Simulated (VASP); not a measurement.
Runs of VASP 6.6.1 on TaHO2. The structure is that of space group P6_3/mmc (No. 194), or close to it. The cells are those of the table. 

| task | cell | k mesh | cutoff (eV) | gap on the mesh (eV) | pressure (GPa) | relaxed volume (Å³/atom) | largest force (eV/Å) |
| --- | --- | --- | --- | --- | --- | --- | --- |
| single point | a = 3.004, b = 3.004, c = 9.565 Å, angles 90.0, 90.0, 120.0°, 8 atoms | 6 × 6 × 2 | 520 | none | -10.7 | - | 0.69 |
| relaxation of cell and atoms | relaxed from a = 3.004, b = 3.004, c = 9.565 Å, angles 90.0, 90.0, 120.0°, 8 atoms | 6 × 6 × 2 | 600 | none | 0.1 | 9.35 | 0.03 |
| single point | a = 2.921, b = 2.921, c = 10.453 Å, angles 90.0, 90.0, 120.0°, 8 atoms | 6 × 6 × 2 | 520 | none | 0.7 | - | (b) |
| relaxation of cell and atoms | relaxed from a = 2.921, b = 2.921, c = 10.453 Å, angles 90.0, 90.0, 120.0°, 8 atoms | 12 × 12 × 4 | 600 | none | 0.0 | 9.36 | - |
| single point | a = 2.911, b = 2.911, c = 10.322 Å, angles 90.0, 90.0, 120.0°, 8 atoms | 12 × 12 × 4 | 520 | none | 0.6 | - | (a) |

Alike in all rows: level PBE; potentials or basis VASP PAW PBE potentials, release 64 (Ta_pv, H, O); no spin polarisation; smearing gaussian 0.1 eV.

**Question.** Estimate the missing entries.

**Answer.** (a) 0.09; (b) 0.10.

Caveats: some runs use coarse meshes; spin-orbit coupling is left out, which moves the levels of the heavy elements.

A k mesh can miss the band edges, and the runs leave out spin-orbit coupling on Ta.

A gap of «none» marks levels without a gap at the run's occupations.
